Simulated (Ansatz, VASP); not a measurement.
BP: VASP beside Ansatz

Contents of INCAR:

```
PREC = Accurate
ENCUT = 500
EDIFF = 1E-6
ISMEAR = 0
SIGMA = 0.02
LREAL = F
LASPH = T
NELM = 120
ALGO = Normal
ISIF = 2
LWAVE = F
LCHARG = F
GGA = PS
NBANDS = 11
GGA_COMPAT = F
```

The input KPOINTS:

```
Automatic mesh
0
Gamma
  16 16 16
```

Contents of POSCAR:

```
BP
1.0
    0.0000000000      2.2600812336      2.2600812336
    2.2600812336      0.0000000000      2.2600812336
    2.2600812336      2.2600812336      0.0000000000
B P
1 1
Direct
    0.0000000000      0.0000000000      0.0000000000
    0.7500000000      0.7500000000      0.7500000000
```

Input for Ansatz:

```yaml
crystal:
  lattice:
    - [0.0, 2.2600812336, 2.2600812336]
    - [2.2600812336, 0.0, 2.2600812336]
    - [2.2600812336, 2.2600812336, 0.0]
  atoms:
    - { symbol: B, position: [0.0, 0.0, 0.0] }
    - { symbol: P, position: [0.75, 0.75, 0.75] }
basis:
  ecutwfc: 420
kpoints:
  mp_grid: { grid: [16, 16, 16] }
hamiltonian:
  xc: pbesol
  pseudopotentials: { kind: paw, azcp: { folder: soft_1 } }
scf:
  occupations: { method: gaussian, width: 0.02 }
output:
  forces: true
  stress: true
  eigenvalues: true
```

Alike in both runs: task single point; functional PBEsol; k mesh 16 × 16 × 16; occupations gaussian, width 0.02 eV; no spin polarisation.

|  | VASP | Ansatz |
| --- | --- | --- |
| version | VASP 6.6.1 | Ansatz 0.2.0 |
| potentials or method | VASP PAW PBE potentials, release 64 (B, P), cutoff 500 eV | scalar-relativistic, plane waves, PAW |
| valence electrons in the cell | 8 | 8 |

|  | VASP | Ansatz | Ansatz less VASP |
| --- | --- | --- | --- |
| gap on the k mesh at the Fermi level (eV) | 1.12 | 1.12 | +0.003 |
| least direct gap on the mesh (eV) | 3.37 | 3.38 | +0.006 |
| pressure (GPa) | 0.1 | 0.0 | -0.11 |

VASP's potentials were made for PBE, not for PBEsol, and Ansatz warns of the same on its side.
